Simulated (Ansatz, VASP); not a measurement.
**Two plane-wave programs on Co**

INCAR

```
SYSTEM = Co
PREC = Accurate
ENCUT = 520
EDIFF = 1E-6
ISMEAR = -1
SIGMA = 0.1
LREAL = .FALSE.
LASPH = .TRUE.
NELM = 200
ALGO = Normal
ISIF = 2
LWAVE = .FALSE.
LCHARG = .FALSE.
ISPIN = 2
MAGMOM = 2 -2
LORBIT = 11
LMAXMIX = 4
GGA = PE
NBANDS = 20
GGA_COMPAT = .FALSE.
```

The input KPOINTS:

```
regular mesh
0
G
  1 1 1
  0 0 0
```

The input POSCAR:

```
Co
1.0
    8.1000000000      0.0000000000      0.0000000000
    0.0000000000      8.4000000000      0.0000000000
    0.0000000000      0.0000000000      9.6000000000
Co
2
Direct
    0.5000000000      0.5000000000      0.3735000000
    0.5000000000      0.5000000000      0.6265000000
```

Input for Ansatz:

```yaml
crystal:
  lattice:
    - [8.1, 0, 0]
    - [0, 8.4, 0]
    - [0, 0, 9.6]
  atoms:
    - { symbol: Co, position: [0.5, 0.5, 0.3735], spin: 2 }
    - { symbol: Co, position: [0.5, 0.5, 0.6265], spin: -2 }
hamiltonian:
  xc: pbe
  pseudopotentials: { kind: paw }
kpoints:
  mp_grid: { grid: [1, 1, 1], shift: [0, 0, 0] }
magnetization:
  spin_polarized: true
scf:
  occupations: { method: fermi_dirac }
```

Alike in both runs: task single point; functional PBE; k mesh 1 × 1 × 1; collinear spin.

|  | VASP | Ansatz |
| --- | --- | --- |
| version | VASP 6.6.1 | Ansatz development build ahead of 0.2.0 |
| potentials or method | VASP PAW PBE potentials, release 64 (Co) | PAW (an earlier, plane waves, scalar-relativistic |
| plane-wave cutoff (eV) | 520 | 900 |
| occupations | fermi-dirac, width 0.1 eV | fermi-dirac |

Ansatz gave:

| Property | Result |
| --- | --- |
| net moment per atom (μB) | 0.00 |
| size of the moment on the site where the two differ most (μB) | 1.88 |

**Question.** Which values does VASP return?

**Answer.** net moment per atom (μB): 0.00; size of the moment on the site where the two differ most (μB): 1.95.

Site moments also hang on the region over which each program counts them. Ansatz's warnings: reached outside group, stability check not made.
